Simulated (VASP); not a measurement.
A run of VASP 6.6.1 is set up as follows.

Contents of INCAR:

```
SYSTEM = Ca2Zr
PREC = Accurate ; ENCUT = 600
EDIFF = 1E-6 ; ISMEAR = 0
SIGMA = 0.1 ; LREAL = .FALSE.
LASPH = .TRUE. ; NELM = 80
ALGO = Normal ; ISIF = 3
LWAVE = .FALSE. ; LCHARG = .FALSE.
GGA = PE ; IBRION = 2
NSW = 90 ; EDIFFG = -0.04
```

File KPOINTS:

```
Automatic mesh
0
G
  4 4 4
  0 0 0
```

POSCAR

```
Ca2Zr
1.0
    0.0000000000      3.2887644617      3.2887644617
    3.2887644617      0.0000000000      3.2887644617
    3.2887644617      3.2887644617      0.0000000000
Ca Zr
2 1
Direct
    0.2500000000      0.2500000000      0.2500000000
    0.7500000000      0.7500000000      0.7500000000
    0.0000000000      0.0000000000      0.0000000000
```

Potentials or basis: VASP PAW PBE potentials, release 64 (Ca_sv, Zr_sv).

Run with:

```sh
$ cat potpaw_PBE.64/Ca_sv/POTCAR potpaw_PBE.64/Zr_sv/POTCAR > POTCAR
$ mpirun -np 1 vasp_std > vasp.out
```

Task: What does it give for the relaxed volume?

Result: 41.04 Å³/atom.

Task: What does it give for the relaxed cell?

Result: a = 5.584 Å, b = 5.584 Å, c = 5.584 Å, α = 60.00°, β = 60.00°, γ = 60.00°.

Task: What does it give for the band gap on the k mesh?

Result: Zero (band 16 reaches 2.45 eV, above the bottom of band 17 at 2.30 eV).

The path:
```csv
step,energy change (eV),largest force (eV/Å),pressure (GPa),volume (Å³)
1,0.0000,0.0000,22.62,71.14
2,-2.5429,0.0000,2.20,111.49
3,-2.5904,0.0000,-1.06,129.99
4,-2.6149,0.0000,-0.06,123.13
```

Caveat: the k points lie up to 0.34 Å⁻¹ apart in the final cell; the volume moved by over 15 % at a fixed basis, so the end points are rough.
